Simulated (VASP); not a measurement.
# WC (P1) in VASP: a series of runs, part 2 of 2

VASP 6.6.1. Earlier steps stand in the parts before.

## Step 3: Single point, PBE

This run uses another cell than the first one, of 11.02 Å³/atom.

INCAR

```
SYSTEM = WC
PREC = Accurate
ENCUT = 520
EDIFF = 1E-7
ISMEAR = -1
SIGMA = 0.3
LREAL = Auto
LASPH = .TRUE.
NELM = 100
ALGO = Normal
ISIF = 2
LWAVE = .FALSE.
LCHARG = .FALSE.
GGA = PE
NBANDS = 86
```

KPOINTS

```
regular mesh
0
G
  3 3 3
  0 0 0
```

POSCAR

```
WC
1.0
   -3.0710540000     -5.3192200000      0.0000000000
    4.3894230000     -2.5342350000      0.0000000000
    0.0000000000      0.0000000000      5.6656070000
W C
8 8
Direct
    0.7144562897      0.4529374012     -0.0097253481
    0.7264292399      0.4673059359      0.5027704887
    0.4786580519     -0.0480963615     -0.0261578327
    0.4577132500     -0.0070938464      0.4869910673
    0.2465653940      0.4786313917     -0.0114374329
    0.2206091193      0.4364360687      0.4858967450
   -0.0161369152     -0.0699083542      0.0022592460
   -0.0378968430     -0.0395458017      0.5431721614
    0.4669540763      0.6288164034      0.2301430367
    0.4965633268      0.6221484671      0.7778689909
    0.1957569576      0.0915564956      0.2647200909
    0.1960835862      0.1219256567      0.7848761836
   -0.0703093970      0.6014403363      0.2449516883
   -0.0155483862      0.6415763681      0.7440509022
    0.7014928416      0.1415043383      0.2208942484
    0.7439399026      0.1358674280      0.7718678687
```

Potentials or basis: VASP PAW PBE potentials, release 64 (W_sv, C).

Started as:

```bash
$ cat potpaw_PBE.64/W_sv/POTCAR potpaw_PBE.64/C/POTCAR > POTCAR
$ mpirun -np 1 vasp_std > vasp.out
```

OUTCAR:

```text
SYSTEM = WC
   PREC = Accurate
   ENCUT = 520
   EDIFF = 1E-7
   ISMEAR = -1
   LREAL = Auto
   LASPH = .TRUE.
   NELM = 100
   ISIF = 2
   GGA = PE

 ion  position               nearest neighbor table
   1  0.714  0.453  0.990-  10 1.99  16 2.04  15 2.05  13 2.10   9 2.23  14 2.37   2 2.76   5 2.88
                             2 2.91   3 2.92   3 2.92   7 2.93   7 3.12   5 3.27
   2  0.726  0.467  0.503-  13 2.04  10 2.24  16 2.27  14 2.27  15 2.30   9 2.37   1 2.76   8 2.90
                             1 2.91   4 2.92   8 2.96   6 3.04   6 3.11   4 3.14
   3  0.479  0.952  0.974-  10 2.01  15 2.18   9 2.19  16 2.20  12 2.21  11 2.50   4 2.77   5 2.79
                             1 2.92   4 2.92   1 2.92   5 3.03   7 3.05   7 3.11
   4  0.458  0.993  0.487-  11 2.10  15 2.25   9 2.35  12 2.42  16 2.49  10 2.51   6 2.68   3 2.77
                             3 2.92   2 2.92   8 3.07   8 3.12   2 3.14   6 3.17
   5  0.247  0.479  0.989-   9 2.07  10 2.08  12 2.17  14 2.28  13 2.51  11 2.53   3 2.79   7 2.80
                             6 2.83   6 2.86   1 2.88   3 3.03   7 3.22   1 3.27
   6  0.221  0.436  0.486-  11 2.16  14 2.31   9 2.31  12 2.33  13 2.40  10 2.55   4 2.68   5 2.83
                             5 2.86   8 2.91   2 3.04   8 3.11   2 3.11   4 3.17
   7  0.984  0.930  0.002-  12 2.04  14 2.07  11 2.14  13 2.19  16 2.23  15 2.39   8 2.61   5 2.80
                             1 2.93   3 3.05   8 3.07   3 3.11   1 3.12   5 3.22
   8  0.962  0.960  0.543-  14 1.98  16 2.07  12 2.15  11 2.23  13 2.49  15 2.60   7 2.61   2 2.90
                             6 2.91   2 2.96   4 3.07   7 3.07   6 3.11   4 3.12
   9  0.467  0.629  0.230-   5 2.07   3 2.19   1 2.23   6 2.31   4 2.35   2 2.37
  10  0.497  0.622  0.778-   1 1.99   3 2.01   5 2.08   2 2.24   4 2.51   6 2.55
  11  0.196  0.092  0.265-   4 2.10   7 2.14   6 2.16   8 2.23   3 2.50   5 2.53
  12  0.196  0.122  0.785-   7 2.04   8 2.15   5 2.17   3 2.21   6 2.33   4 2.42
  13  0.930  0.601  0.245-   2 2.04   1 2.10   7 2.19   6 2.40   8 2.49   5 2.51
  14  0.984  0.642  0.744-   8 1.98   7 2.07   2 2.27   5 2.28   6 2.31   1 2.37
  15  0.701  0.142  0.221-   1 2.05   3 2.18   4 2.25   2 2.30   7 2.39   8 2.60
  16  0.744  0.136  0.772-   1 2.04   8 2.07   3 2.20   7 2.23   2 2.27   4 2.49

  LATTYP: Found a simple orthorhombic cell.
 ALAT       =     5.0684693260
 B/A-ratio  =     1.1178142030
 C/A-ratio  =     1.2118267377

  Lattice vectors:

 A1 = (   4.3894230000,  -2.5342350000,   0.0000000000)
 A2 = (   0.0000000000,   0.0000000000,   5.6656070000)
 A3 = (  -3.0710540000,  -5.3192200000,   0.0000000000)

Analysis of symmetry for initial positions (statically):
=====================================================================
 Subroutine PRICEL returns:
 Original cell was already a primitive cell.

 Routine SETGRP: Setting up the symmetry group for a
 simple orthorhombic supercell.

 Subroutine GETGRP returns: Found  1 space group operations
 (whereof  1 operations were pure point group operations)
 out of a pool of  8 trial point group operations.

The static configuration has the point symmetry C_1 .

Analysis of symmetry for dynamics (positions and initial velocities):
=====================================================================
 Subroutine PRICEL returns:
 Original cell was already a primitive cell.

 Routine SETGRP: Setting up the symmetry group for a
 simple orthorhombic supercell.

 Subroutine GETGRP returns: Found  1 space group operations
 (whereof  1 operations were pure point group operations)
 out of a pool of  8 trial point group operations.

The dynamic configuration has the point symmetry C_1 .
[... 99 lines left out ...]
   number of dos      NEDOS =    301   number of ions     NIONS =     16
   total plane-waves  NPLWV =  80640
   dimension x,y,z NGX =    48 NGY =   40 NGZ =   42
   dimension x,y,z NGXF=    96 NGYF=   80 NGZF=   84
   ions per type =               8   8
   NGX,Y,Z   is equivalent  to a cutoff of  12.99, 13.12, 12.32 a.u.
   NGXF,Y,Z  is equivalent  to a cutoff of  25.98, 26.24, 24.65 a.u.
 SYSTEM =  WC
   PREC   = accura    normal or accurate (medium, high low for compatibility)
   ISTART =      0    job   : 0-new  1-cont  2-samecut
   ICHARG =      2    charge: 1-file 2-atom 10-const
   ISPIN  =      1    spin polarized calculation?
   LNONCOLLINEAR =      F non collinear calculations
   LSORBIT =      F    spin-orbit coupling
   LASPH  =      T    aspherical Exc in radial PAW
   ENCUT  =  520.0 eV  38.22 Ry    6.18 a.u.  11.42  9.42 10.53*2*pi/ulx,y,z
   NELM   =    100;   NELMIN=  2; NELMDL= -5     # of ELM steps
   EDIFF  = 0.1E-06   stopping-criterion for ELM
   LREAL  =      T    real-space projection
   EDIFFG = 0.1E-05   stopping-criterion for IOM
   NSW    =      0    number of steps for IOM
   IBRION =     -1    ionic relax: 0-MD 1-quasi-New 2-CG
   NFREE  =      0    steps in history (QN), initial steepest desc. (CG)
   ISIF   =      2    stress and relaxation
   ISYM   =      2    0-nonsym 1-usesym 2-fastsym
   POTIM  = 0.5000    time-step for ionic-motion
   TEBEG  =    0.0;   TEEND  =   0.0 temperature during run
   PSTRESS=    0.0 pullay stress
   NELECT =     144.0000    total number of electrons
   NUPDOWN=      -1.0000    fix difference up-down
   EMIN   =  10.00;   EMAX   =-10.00  energy-range for DOS
   EFERMI =   0.00;   METHOD = LEGACY
   ISMEAR =    -1;   SIGMA  =   0.30  broadening in eV -4-tet -1-fermi 0-gaus
   EFERMI_NEDOS =   21; number of points for ismear=-14 and -15
   IALGO  =     38    algorithm
   IMIX   =      4    mixing-type and parameters
     AMIX     =   0.40;   BMIX     =  1.00
     AMIX_MAG =   1.60;   BMIX_MAG =  1.00
  volume/ion in A,a.u.               =      11.02        74.39
  Fermi-wavevector in a.u.,A,eV,Ry     =   1.530085  2.891441 31.853402  2.341159
  Thomas-Fermi vector in A             =   2.637616
   LORBIT       =      0    0 simple, 1 ext, 2 COOP (PROOUT), +10 PAW based schemes
   GGA     = PE    functional components
   LHFCALC =     F    Hartree Fock is set to
   AEXX    =    0.0000 exact exchange contribution
   IVDW    =     0    specifies the selected vdW correction
   LEPSILON=     F    determine dielectric tensor
   LRPA    =     F    only Hartree local field effects (RPA)
 non-spin polarized calculation
  energy-cutoff  :      520.00
  volume of cell :      176.38
 maximum number of plane-waves:      4765
 NGX is ok and might be reduce to    48
   NGX = 23   NGY = 19   NGZ = 21

 number of electron     144.0000002 magnetization

 Free energy of the ion-electron system (eV)
  ---------------------------------------------------
  ext. energy  EPLUGINS =         0.00000000
  ---------------------------------------------------
  free energy    TOTEN  =      -173.75121181 eV

  energy without entropy =     -172.38969299  energy(sigma->0) =     -173.07045240

 E-fermi :  10.5856     XC(G=0): -13.4128

 val. band max:       10.5681570678   @ k =  -0.3333   0.0000   0.3333
 cond. band min:      10.6729836224   @ k =   0.3333   0.0000   0.3333
 fundamental gap:      0.1048265546
 Fermi energy:        10.5855946693

 k-point     1 :       0.0000    0.0000    0.0000
  band No.  band energies     occupation
      1     -63.8533      2.00000
      2     -63.8296      2.00000
      3     -63.7728      2.00000
      4     -63.7649      2.00000
      5     -63.7038      2.00000
      6     -63.6563      2.00000
[... 1207 lines left out ...]
     83      13.8634      0.00004
     84      13.9952      0.00002
 [bands above 84 left out]

------------------------ aborting loop because EDIFF is reached ----------------------------------------

  FORCE on cell =-STRESS in cart. coord.  units (eV):
  Direction    XX          YY          ZZ          XY          YZ          ZX
  --------------------------------------------------------------------------------------
  -------------------------------------------------------------------------------------
  Total        2.5323786     -8.9394627     14.3007599    -10.4888017     -1.1497753     -1.1073725
  in kB       23.0037473    -81.2047395    129.9059598    -95.2787030    -10.4443865    -10.0592060
  external PRESSURE =      23.9016559 kB  Pullay stress =       0.0000000 kB

 VOLUME and BASIS-vectors are now :
 -----------------------------------------------------------------------------
  energy-cutoff  :      520.00
  volume of cell :      176.38
      direct lattice vectors                 reciprocal lattice vectors
    -3.071054000 -5.319220000  0.000000000    -0.081405305 -0.140998100  0.000000000
     4.389423000 -2.534235000  0.000000000     0.170865262 -0.098649134  0.000000000
     0.000000000  0.000000000  5.665607000     0.000000000  0.000000000  0.176503594

 POSITION                                       TOTAL-FORCE (eV/Angst)
 -----------------------------------------------------------------------------------
     -0.20600     -4.94820      5.61051        -0.132659     -2.582738      2.469091
     -0.17970     -5.04830      2.84850        -0.219471      1.755758     -1.004118
      2.70832     -4.95844      5.51741         2.166050     -0.216853      3.780478
      2.95262     -4.95093      2.75910        -3.618241      0.278589      0.132696
      1.34370     -2.52450      5.60081        -0.597437      4.518642      1.233138
      1.23820     -2.27950      2.75290         2.456681     -0.455589      0.770075
[... 8 lines left out ...]
     -1.53320     -4.09000      1.25150        -1.701646      0.649161      2.709411
     -1.68830     -4.30150      4.37310        -0.137416      1.476600     -1.902571
 -----------------------------------------------------------------------------------
    total drift:                                0.026161     -0.009867      0.007788

  FREE ENERGIE OF THE ION-ELECTRON SYSTEM (eV)
  ---------------------------------------------------
  free  energy   TOTEN  =      -173.7512118106 eV

  energy  without entropy=     -172.3896929899  energy(sigma->0) =     -173.07045240
```

It took 9.3 min on 1 thread of Intel Xeon 8259CL, shared host; peak memory 0.35 GiB.

What came out:

```yaml
Free_energy: -173.7512 eV
Pressure: 2.4 GPa
Largest_force: 7.675 eV/Å
Band_gap_on_the_k_mesh: zero (bands 72 and 73 overlap by 0.39 eV)
```

Forces on the atoms (eV/Å):
```
W   -0.133 -2.583  2.469
W   -0.219  1.756 -1.004
W    2.166 -0.217  3.780
W   -3.618  0.279  0.133
W   -0.597  4.519  1.233
W    2.457 -0.456  0.770
W    3.689  0.956  4.220
W    0.625 -0.629 -7.624
C   -0.069 -0.338  2.127
C    1.088  1.238 -4.774
C    0.573 -1.534 -0.176
C   -0.660 -2.969 -3.055
C   -0.529 -3.683  0.693
C   -2.933  1.538  0.401
C   -1.702  0.649  2.709
C   -0.137  1.477 -1.903
```

Levels at points of the mesh, in eV from the Fermi level:
| k point | band 70 | band 71 | band 72 | band 73 | band 74 | band 75 |
| --- | --- | --- | --- | --- | --- | --- |
| (0.00, 0.00, 0.00) | -0.27 | -0.05 | 0.15 | 0.34 | 0.77 | 0.93 |

Caveat: the k points lie up to 0.41 Å⁻¹ apart; the atoms stand as in a frame of molecular dynamics; so wide a smearing shifts energies and pressures; spin-orbit coupling is left out, which moves the levels of the heavy elements; forces of over 1 eV/Å act on the atoms, so gaps and moduli don't describe the material at rest.
